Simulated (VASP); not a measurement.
# AlGa7N8 (P1) in VASP: single point with PBEsol

Aim: the single point of AlGa7N8 with PBEsol.

All numbers are computed with VASP 6.6.1; they aren't measurements. Logs are shortened: lines on timing, memory, paths and dates and some standing lists are left out, and cuts for length are marked.

## Step 1: The cell of the first run

The typed cell holds 64 atoms: a = 8.965 Å, b = 8.965 Å, c = 8.965 Å, α = 90.00°, β = 90.00°, γ = 90.00°.

## Step 2: Single point, PBEsol

INCAR

```
PREC = Accurate ; ENCUT = 520
EDIFF = 1E-7 ; ISMEAR = -1
SIGMA = 0.05 ; LREAL = Auto
LASPH = True ; NELM = 80
ALGO = Normal ; ISIF = 2
LWAVE = False ; LCHARG = False
GGA = PS ; NBANDS = 306
ISYM = 0
```

KPOINTS

```
Automatic mesh
0
Gamma
  1 1 1
  0.25 0.25 0.25
```

POSCAR

```
AlGa7N8
1.0
    8.9653640715      0.0000000000      0.0000000000
    0.0000000000      8.9653640715      0.0000000000
    0.0000000000      0.0000000000      8.9653640715
Ga Al N
28 4 32
Direct
    0.9999720000      0.9995770000      0.0022900000
    0.0002510000      0.9996660000      0.4972560000
    0.0004160000      0.5010260000      0.0008240000
    0.5000970000      0.0002650000      0.0016810000
    0.5002030000      0.0002100000      0.4983860000
    0.5001370000      0.5004090000      0.0003010000
    0.5001210000      0.5005950000      0.4996780000
    0.2497100000      0.2494510000      0.0009710000
    0.2494850000      0.2501940000      0.4986830000
    0.2495320000      0.7509460000      0.0015660000
    0.2482930000      0.7505480000      0.4983380000
    0.7501440000      0.2496350000      0.0010920000
    0.7511500000      0.2501640000      0.4990070000
    0.7512270000      0.7512510000      0.0016060000
    0.7517030000      0.7504400000      0.4982210000
    0.2497230000      0.0001070000      0.7497250000
    0.2485570000      0.5009750000      0.2505760000
    0.2491980000      0.5005710000      0.7490590000
    0.7504210000      0.0002310000      0.7497580000
    0.7518200000      0.5013000000      0.2509150000
    0.7510360000      0.5002900000      0.7491710000
    0.0003520000      0.2494710000      0.2506600000
    0.9999880000      0.2508830000      0.7490510000
    0.0003670000      0.7496740000      0.7490320000
    0.5001740000      0.2489790000      0.2502330000
    0.5000400000      0.2501690000      0.7498160000
    0.5001760000      0.7517860000      0.2502340000
    0.5000980000      0.7504750000      0.7498440000
    0.9998210000      0.5008740000      0.4987520000
    0.2492150000      0.9993280000      0.2501760000
    0.7508430000      0.9995610000      0.2497200000
    0.9998290000      0.7510290000      0.2505890000
    0.1279940000      0.1224920000      0.1284650000
    0.1245060000      0.1247190000      0.6239240000
    0.1218510000      0.6287920000      0.1282320000
    0.1220160000      0.6225750000      0.6212340000
    0.6284970000      0.1220940000      0.1281810000
    0.6251520000      0.1253210000      0.6242750000
    0.6252400000      0.6256140000      0.1255660000
    0.6258010000      0.6259340000      0.6240760000
    0.3746850000      0.3753780000      0.1256810000
    0.3749440000      0.3749720000      0.6243980000
    0.3722700000      0.8783880000      0.1282050000
    0.3745670000      0.8749190000      0.6238410000
    0.8757020000      0.3749900000      0.1252630000
    0.8781150000      0.3783150000      0.6212470000
    0.8754440000      0.8752020000      0.1315770000
    0.8756850000      0.8755230000      0.6243590000
    0.3714690000      0.1220190000      0.3717470000
    0.3752110000      0.1249460000      0.8752620000
    0.3753170000      0.6257210000      0.3746640000
    0.3742500000      0.6256750000      0.8752420000
    0.8720570000      0.1222490000      0.3716270000
    0.8758050000      0.1250750000      0.8753950000
    0.8816130000      0.6257920000      0.3747310000
    0.8751360000      0.6257170000      0.8754140000
    0.1217980000      0.3778950000      0.3777310000
    0.1250860000      0.3752880000      0.8755720000
    0.1248480000      0.8752520000      0.3686090000
    0.1245690000      0.8750300000      0.8751000000
    0.6252640000      0.3754360000      0.3746130000
    0.6256870000      0.3750370000      0.8750080000
    0.6285350000      0.8780420000      0.3719520000
    0.6252010000      0.8753960000      0.8756810000
```

Potentials or basis: VASP PAW PBE potentials, release 64 (Ga_d, Al, N).

On the command line:

```
cat potpaw_PBE.64/Ga_d/POTCAR potpaw_PBE.64/Al/POTCAR potpaw_PBE.64/N/POTCAR > POTCAR
mpirun -np 1 vasp_std > vasp.out
```

OUTCAR:

```text
PREC = Accurate
   ENCUT = 520
   EDIFF = 1E-7
   ISMEAR = -1
   LREAL = Auto
   LASPH = True
   NELM = 80
   ISIF = 2
   GGA = PS
   ISYM = 0

 ion  position               nearest neighbor table
   1  1.000  1.000  0.002-  60 1.95  54 1.95  33 1.95  47 1.96
   2  0.000  1.000  0.497-  48 1.95  34 1.95  53 1.95  59 1.96  32 3.14
   3  0.000  0.501  0.001-  45 1.94  56 1.94  58 1.94  35 1.95
   4  0.500  0.000  0.002-  64 1.95  50 1.95  43 1.95  37 1.95
   5  0.500  0.000  0.498-  38 1.95  44 1.95  63 1.95  49 1.95
   6  0.500  0.500  0.000-  39 1.94  41 1.95  52 1.95  62 1.95
   7  0.500  0.501  0.500-  51 1.94  61 1.94  40 1.94  42 1.94
   8  0.250  0.249  0.001-  41 1.94  50 1.94  58 1.95  33 1.95
[... 18 lines left out ...]
  27  0.500  0.752  0.250-  51 1.94  39 1.95  63 1.95  43 1.95
  28  0.500  0.750  0.750-  64 1.95  44 1.95  40 1.95  52 1.95
  29  1.000  0.501  0.499-  57 1.89  36 1.90  46 1.90  55 1.90  32 3.16
  30  0.249  0.999  0.250-  43 1.89  33 1.90  49 1.90  59 1.90  32 3.16
  31  0.751  1.000  0.250-  53 1.89  63 1.89  37 1.90  47 1.90  32 3.15
  32  1.000  0.751  0.251-  35 1.90  59 1.90  47 1.90  55 1.90   2 3.14  31 3.15  30 3.16  29 3.16

  33  0.128  0.122  0.128-  30 1.90   8 1.95  22 1.95   1 1.95
  34  0.125  0.125  0.624-  16 1.94   9 1.94  23 1.95   2 1.95
  35  0.122  0.629  0.128-  32 1.90  10 1.95   3 1.95  17 1.95
  36  0.122  0.623  0.621-  29 1.90  24 1.95  18 1.95  11 1.95
  37  0.628  0.122  0.128-  31 1.90  12 1.95   4 1.95  25 1.95
  38  0.625  0.125  0.624-  26 1.94  19 1.95   5 1.95  13 1.95
[... 24 lines left out ...]
  63  0.629  0.878  0.372-  31 1.89  27 1.95   5 1.95  15 1.95
  64  0.625  0.875  0.876-  28 1.95   4 1.95  19 1.95  14 1.95

IMPORTANT INFORMATION: All symmetrisations will be switched off!
NOSYMM: (Re-)initialisation of all symmetry stuff for point group C_1.

----------------------------------------------------------------------------------------

                                     Primitive cell

  volume of cell :     720.6158

  direct lattice vectors                    reciprocal lattice vectors
     8.965364071  0.000000000  0.000000000     0.111540367  0.000000000  0.000000000
     0.000000000  8.965364071  0.000000000     0.000000000  0.111540367  0.000000000
     0.000000000  0.000000000  8.965364071     0.000000000  0.000000000  0.111540367

  length of vectors
     8.965364071  8.965364071  8.965364071     0.111540367  0.111540367  0.111540367

  position of ions in fractional coordinates (direct lattice)
     0.999972000  0.999577000  0.002290000
     0.000251000  0.999666000  0.497256000
     0.000416000  0.501026000  0.000824000
     0.500097000  0.000265000  0.001681000
     0.500203000  0.000210000  0.498386000
     0.500137000  0.500409000  0.000301000
[... 56 lines left out ...]
     0.628535000  0.878042000  0.371952000
     0.625201000  0.875396000  0.875681000

  ion indices of the primitive-cell ions
   primitive index   ion index
                 1           1
                 2           2
                 3           3
                 4           4
                 5           5
                 6           6
[... 56 lines left out ...]
                63          63
                64          64

----------------------------------------------------------------------------------------

 KPOINTS: Automatic mesh

Automatic generation of k-mesh.
 Grid dimensions read from file:
 generate k-points for:    1    1    1

 Generating k-lattice:

  Cartesian coordinates                     Fractional coordinates (reciprocal lattice)
     0.111540367  0.000000000  0.000000000     1.000000000  0.000000000  0.000000000
     0.000000000  0.111540367  0.000000000     0.000000000  1.000000000  0.000000000
     0.000000000  0.000000000  0.111540367     0.000000000  0.000000000  1.000000000

  Length of vectors
     0.111540367  0.111540367  0.111540367

  Shift w.r.t. Gamma in fractional coordinates (k-lattice)
     0.250000000  0.250000000  0.250000000

 Subroutine IBZKPT returns following result:
 ===========================================

 Found      4 irreducible k-points:

 Following reciprocal coordinates:
            Coordinates               Weight
  0.250000  0.250000  0.250000      2.000000
 -0.250000  0.250000  0.250000      2.000000
 -0.250000 -0.250000  0.250000      2.000000
  0.250000 -0.250000  0.250000      2.000000
   k-points           NKPTS =      4   k-points in BZ     NKDIM =      4   number of bands    NBANDS=    306
   number of dos      NEDOS =    301   number of ions     NIONS =     64
   total plane-waves  NPLWV = 343000
   dimension x,y,z NGX =    70 NGY =   70 NGZ =   70
   dimension x,y,z NGXF=   140 NGYF=  140 NGZF=  140
   ions per type =              28   4  32
   NGX,Y,Z   is equivalent  to a cutoff of  12.98, 12.98, 12.98 a.u.
   NGXF,Y,Z  is equivalent  to a cutoff of  25.96, 25.96, 25.96 a.u.
 SYSTEM =  unknown system
   PREC   = accura    normal or accurate (medium, high low for compatibility)
   ISTART =      0    job   : 0-new  1-cont  2-samecut
   ICHARG =      2    charge: 1-file 2-atom 10-const
   ISPIN  =      1    spin polarized calculation?
   LNONCOLLINEAR =      F non collinear calculations
   LSORBIT =      F    spin-orbit coupling
   LASPH  =      T    aspherical Exc in radial PAW
   ENCUT  =  520.0 eV  38.22 Ry    6.18 a.u.  16.67 16.67 16.67*2*pi/ulx,y,z
   NELM   =     80;   NELMIN=  2; NELMDL= -5     # of ELM steps
   EDIFF  = 0.1E-06   stopping-criterion for ELM
   LREAL  =      T    real-space projection
   EDIFFG = 0.1E-05   stopping-criterion for IOM
   NSW    =      0    number of steps for IOM
   IBRION =     -1    ionic relax: 0-MD 1-quasi-New 2-CG
   NFREE  =      0    steps in history (QN), initial steepest desc. (CG)
   ISIF   =      2    stress and relaxation
   ISYM   =      0    0-nonsym 1-usesym 2-fastsym
   POTIM  = 0.5000    time-step for ionic-motion
   TEBEG  =    0.0;   TEEND  =   0.0 temperature during run
   PSTRESS=    0.0 pullay stress
   NELECT =     536.0000    total number of electrons
   NUPDOWN=      -1.0000    fix difference up-down
   EMIN   =  10.00;   EMAX   =-10.00  energy-range for DOS
   EFERMI =   0.00;   METHOD = LEGACY
   ISMEAR =    -1;   SIGMA  =   0.05  broadening in eV -4-tet -1-fermi 0-gaus
   EFERMI_NEDOS =   21; number of points for ismear=-14 and -15
   IALGO  =     38    algorithm
   IMIX   =      4    mixing-type and parameters
     AMIX     =   0.40;   BMIX     =  1.00
     AMIX_MAG =   1.60;   BMIX_MAG =  1.00
  volume/ion in A,a.u.               =      11.26        75.98
  Fermi-wavevector in a.u.,A,eV,Ry     =   1.483298  2.803027 29.935182  2.200174
  Thomas-Fermi vector in A             =   2.596977
   LORBIT       =      0    0 simple, 1 ext, 2 COOP (PROOUT), +10 PAW based schemes
   GGA     = PS    functional components
   LHFCALC =     F    Hartree Fock is set to
   AEXX    =    0.0000 exact exchange contribution
   IVDW    =     0    specifies the selected vdW correction
   LEPSILON=     F    determine dielectric tensor
   LRPA    =     F    only Hartree local field effects (RPA)
 non-spin polarized calculation
  energy-cutoff  :      520.00
  volume of cell :      720.62
 maximum number of plane-waves:     19381
 NGX is ok and might be reduce to    70
   NGX = 33   NGY = 33   NGZ = 33

 number of electron     536.0000118 magnetization

 Free energy of the ion-electron system (eV)
  ---------------------------------------------------
  ext. energy  EPLUGINS =         0.00000000
  ---------------------------------------------------
  free energy    TOTEN  =      -429.83618578 eV

  energy without entropy =     -429.83618578  energy(sigma->0) =     -429.83618578

 E-fermi :   6.4211     XC(G=0): -11.8404

 val. band max:        5.1489566173   @ k =  -0.2500   0.2500   0.2500
 cond. band min:       8.3758762537   @ k =   0.2500   0.2500   0.2500
 fundamental gap:      3.2269196364
 Fermi energy:         6.4210807875

 k-point     1 :       0.2500    0.2500    0.2500
  band No.  band energies     occupation
      1     -10.3997      2.00000
      2     -10.0349      2.00000
      3     -10.0130      2.00000
      4      -9.9995      2.00000
      5      -9.8092      2.00000
      6      -9.7861      2.00000
[... 272 lines left out ...]
    279      10.1831      0.00000
    280      10.4798      0.00000

 k-point     2 :      -0.2500    0.2500    0.2500
  band No.  band energies     occupation
      1     -10.3997      2.00000
      2     -10.0355      2.00000
      3     -10.0122      2.00000
      4      -9.9999      2.00000
      5      -9.8117      2.00000
      6      -9.7848      2.00000
[... 272 lines left out ...]
    279      10.1842      0.00000
    280      10.4796      0.00000

 k-point     3 :      -0.2500   -0.2500    0.2500
  band No.  band energies     occupation
      1     -10.3996      2.00000
      2     -10.0352      2.00000
      3     -10.0184      2.00000
      4      -9.9950      2.00000
      5      -9.8048      2.00000
      6      -9.7892      2.00000
[... 272 lines left out ...]
    279      10.1949      0.00000
    280      10.4778      0.00000

 k-point     4 :       0.2500   -0.2500    0.2500
  band No.  band energies     occupation
      1     -10.3996      2.00000
      2     -10.0314      2.00000
      3     -10.0196      2.00000
      4      -9.9981      2.00000
      5      -9.8066      2.00000
      6      -9.7914      2.00000
[... 272 lines left out ...]
    279      10.1932      0.00000
    280      10.4781      0.00000
 [bands above 280 left out]

------------------------ aborting loop because EDIFF is reached ----------------------------------------

  FORCE on cell =-STRESS in cart. coord.  units (eV):
  Direction    XX          YY          ZZ          XY          YZ          ZX
  --------------------------------------------------------------------------------------
  -------------------------------------------------------------------------------------
  Total       -0.8456222     -0.7922160     -0.9563653      0.0234116      0.0016231      0.0287773
  in kB       -1.8801095     -1.7613693     -2.1263296      0.0520521      0.0036088      0.0639818
  external PRESSURE =      -1.9226028 kB  Pullay stress =       0.0000000 kB

 VOLUME and BASIS-vectors are now :
 -----------------------------------------------------------------------------
  energy-cutoff  :      520.00
  volume of cell :      720.62
      direct lattice vectors                 reciprocal lattice vectors
     8.965364071  0.000000000  0.000000000     0.111540367  0.000000000  0.000000000
     0.000000000  8.965364071  0.000000000     0.000000000  0.111540367  0.000000000
     0.000000000  0.000000000  8.965364071     0.000000000  0.000000000  0.111540367

 POSITION                                       TOTAL-FORCE (eV/Angst)
 -----------------------------------------------------------------------------------
      8.96511      8.96157      0.02053         0.018924      0.006460     -0.003711
      0.00225      8.96237      4.45808        -0.016574     -0.004620      0.012288
      0.00373      4.49188      0.00739        -0.005256      0.010063      0.021058
      4.48355      0.00238      0.01507         0.001485      0.003851     -0.008548
      4.48450      0.00188      4.46821        -0.014531     -0.011080     -0.023092
      4.48391      4.48635      0.00270        -0.001787     -0.005173      0.001903
[... 56 lines left out ...]
      5.63505      7.87197      3.33469         0.007727     -0.009085      0.007450
      5.60515      7.84824      7.85080         0.006278     -0.001122      0.004764
 -----------------------------------------------------------------------------------
    total drift:                               -0.023377     -0.011230     -0.004905

  FREE ENERGIE OF THE ION-ELECTRON SYSTEM (eV)
  ---------------------------------------------------
  free  energy   TOTEN  =      -429.8361857841 eV

  energy  without entropy=     -429.8361857841  energy(sigma->0) =     -429.83618578
```

Run time: 68 min. Hardware: 1 thread of Oxide Virtual Turin-like, shared host; peak memory 1 GiB.

Results:

| Property | Result |
| --- | --- |
| Free energy | -429.8362 eV |
| Pressure | -0.2 GPa |
| Largest force | 0.042 eV/Å |
| Band gap on the k mesh | 3.23 eV |

Forces in eV/Å, atoms in the order of the input:
```
Ga   0.019  0.006 -0.004
Ga  -0.017 -0.005  0.012
Ga  -0.005  0.010  0.021
Ga   0.001  0.004 -0.009
Ga  -0.015 -0.011 -0.023
Ga  -0.002 -0.005  0.002
Ga   0.004 -0.013 -0.014
Ga   0.003 -0.001 -0.003
Ga  -0.003 -0.014 -0.004
Ga  -0.006  0.010  0.021
Ga   0.000 -0.008 -0.019
Ga   0.022 -0.007 -0.015
Ga   0.000 -0.005  0.000
Ga  -0.008  0.003  0.006
Ga  -0.007  0.006 -0.014
Ga   0.000  0.003  0.000
Ga  -0.004 -0.001 -0.006
Ga  -0.003 -0.002 -0.005
Ga   0.005 -0.005  0.009
Ga  -0.009 -0.013 -0.022
Ga  -0.002  0.005  0.011
Ga  -0.005  0.000  0.004
Ga  -0.002 -0.015  0.010
Ga  -0.009  0.009  0.012
Ga  -0.012 -0.012 -0.016
Ga   0.005 -0.010  0.005
Ga   0.001 -0.007 -0.016
Ga   0.005  0.004 -0.009
Al   0.010  0.017  0.009
Al   0.007  0.016  0.002
Al   0.008  0.003  0.011
Al   0.020  0.006  0.005
N   -0.009  0.002  0.000
N    0.005  0.006 -0.003
N   -0.014 -0.017 -0.015
N    0.012  0.006  0.015
N   -0.014 -0.015  0.002
N    0.012  0.022  0.010
N    0.006  0.005  0.012
N   -0.005  0.002  0.006
N   -0.001  0.008  0.006
N    0.001  0.006  0.001
N   -0.013 -0.020 -0.013
N    0.004  0.000  0.012
N   -0.004  0.010  0.002
N   -0.006 -0.012 -0.021
N   -0.033 -0.025 -0.005
N    0.007  0.004  0.003
N    0.001  0.023  0.018
N    0.013  0.010  0.003
N    0.005  0.004  0.012
N    0.002  0.000  0.004
N    0.016  0.013  0.014
N   -0.005  0.012 -0.001
N    0.004 -0.008 -0.002
N    0.004  0.003 -0.013
N   -0.008 -0.008 -0.016
N    0.002 -0.001  0.000
N    0.014 -0.003 -0.002
N   -0.002 -0.001 -0.011
N    0.001  0.005  0.010
N   -0.007  0.010 -0.007
N    0.008 -0.009  0.007
N    0.006 -0.001  0.005
```

Levels at points of the mesh, in eV from the valence-band top:
| k point | band 264 | band 265 | band 266 | band 267 | band 268 | band 269 | band 270 | band 271 | band 272 | band 273 |
| --- | --- | --- | --- | --- | --- | --- | --- | --- | --- | --- |
| (0.25, 0.25, 0.25) | -0.42 | -0.38 | -0.37 | -0.01 | 0.00 | 3.23 | 4.11 | 4.12 | 4.12 | 4.59 |

Caveat: the PAW data sets were made with another functional, which shifts forces and pressure a little; a shifted mesh leaves out Γ, where band edges can lie. A k mesh can miss the band edges.
